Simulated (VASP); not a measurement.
Here is a VASP 6.6.1 calculation.

Contents of POSCAR:

```
Mg
1.0
    3.1792646675      0.0000000000      0.0000000000
   -1.5896323337      2.7533239674      0.0000000000
    0.0000000000      0.0000000000      5.1568903974
Mg
2
Direct
    0.3333333333      0.6666666667      0.2500000000
    0.6666666667      0.3333333333      0.7500000000
```

File INCAR.step1:

```
ALGO = Normal
EDIFF = 1E-4
ENCUT = 520
GGA = PE
ISMEAR = -1
LASPH = True
LCHARG = False
LREAL = False
LWAVE = True
NBANDS = 9
NELM = 60
PREC = Accurate
SIGMA = 0.1
```

The input INCAR.step2:

```
ALGO = Normal
EDIFF = 1E-6
ENCUT = 520
ISIF = 2
ISMEAR = -1
ISTART = 1
LASPH = True
LCHARG = True
LELF = True
LMIXTAU = True
LREAL = False
LVHAR = True
LWAVE = False
METAGGA = R2SCAN
NBANDS = 9
NELM = 60
PREC = Accurate
SIGMA = 0.1
```

File KPOINTS:

```
k-points
0
Gamma
  7 7 4
```

Potentials or basis: VASP PAW PBE potentials, release 64 (Mg).

Command:

```bash
$ cat potpaw_PBE.64/Mg/POTCAR > POTCAR
$ cp INCAR.step1 INCAR
$ mpirun -np 1 vasp_std > vasp.out
$ cp INCAR.step2 INCAR
$ mpirun -np 1 vasp_std > vasp.out
```

Estimate the band gap on the k mesh.

zero (bands 2 and 3 overlap by 1.98 eV).

Predict the pressure.

0.0 GPa.

Stress tensor (GPa, compression positive):
```
-0.93  0.00  0.00
 0.00 -0.93  0.00
 0.00  0.00  1.82
```

Caveat: the PAW data sets were made with another functional, which shifts forces and pressure a little.
